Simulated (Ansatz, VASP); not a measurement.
# GaSbTe4: VASP beside Ansatz

The input INCAR:

```
PREC = Accurate
ENCUT = 600
EDIFF = 1E-7
ISMEAR = 0
SIGMA = 0.1
LREAL = False
LASPH = True
NELM = 100
ALGO = Fast
ISIF = 3
LWAVE = False
LCHARG = False
GGA = PE
IBRION = 2
NSW = 100
EDIFFG = -0.01
```

KPOINTS

```
regular mesh
0
Gamma
  8 8 4
```

The input POSCAR:

```
GaSbTe4
1.0
    5.8016982660      0.0000000000      0.0000000000
    0.0000000000      5.8016982660      0.0000000000
    0.0000000000      0.0000000000     11.1283312283
Ga Sb Te
1 1 4
Direct
    0.0000000000      0.0000000000      0.0000000000
    0.0000000000      0.0000000000      0.5000000000
    0.5000000000      0.0000000000      0.5000000000
    0.0000000000      0.5000000000      0.5000000000
    0.0000000000      0.0000000000      0.2219740490
    0.0000000000      0.0000000000      0.7780259510
```

Input for Ansatz:

```yaml
crystal:
  lattice:
    - [5.801698266, 0.0, 0.0]
    - [0.0, 5.801698266, 0.0]
    - [0.0, 0.0, 11.1283312283]
  atoms:
    - { symbol: Ga, position: [0.0, 0.0, 0.0] }
    - { symbol: Sb, position: [0.0, 0.0, 0.5] }
    - { symbol: Te, position: [0.5, 0.0, 0.5] }
    - { symbol: Te, position: [0.0, 0.5, 0.5] }
    - { symbol: Te, position: [0.0, 0.0, 0.221974049] }
    - { symbol: Te, position: [0.0, 0.0, 0.778025951] }
basis:
  ecutwfc: 420
kpoints:
  mp_grid: { grid: [8, 8, 4] }
hamiltonian:
  xc: pbe
scf:
  occupations: { method: gaussian, width: 0.1 }
output:
  forces: true
  stress: true
  eigenvalues: true
  write_density: true
  write_potential: true
  elf: true
  volumetric_format: npy
relax:
  adjacent_minimum: "off"
  f_tol: 0.01
  max_steps: 80
  cell: { stress_tol: 0.05 }
```

Alike in both runs: task relaxation of cell and atoms; functional PBE; k mesh 8 × 8 × 4; occupations gaussian, width 0.1 eV; no spin polarisation.

|  | VASP | Ansatz |
| --- | --- | --- |
| version | VASP 6.6.1 | Ansatz 0.2.0 |
| potentials or method | VASP PAW PBE potentials, release 64 (Ga_d, Sb, Te), cutoff 600 eV | scalar-relativistic, plane waves, PAW |
| valence electrons in the cell | 42 | 92 |

```tsv
	VASP	Ansatz	Ansatz less VASP
gap on the k mesh at the Fermi level, each at its own relaxed structure (eV)	none	none	-
relaxed volume (Å³/atom)	62.39	62.51	+0.118
relaxed length of the cell vector where the two differ most in proportion (Å)	5.774	5.778	+0.0047
```

A gap of «none» marks a metal or a gap that the smearing closes. VASP's potentials hold 42 valence electrons a cell and Ansatz's 92, so a difference there can come from the potentials and not from the codes. Ansatz's warnings: xc potential rough in thin density.

Spin-orbit coupling is off throughout.
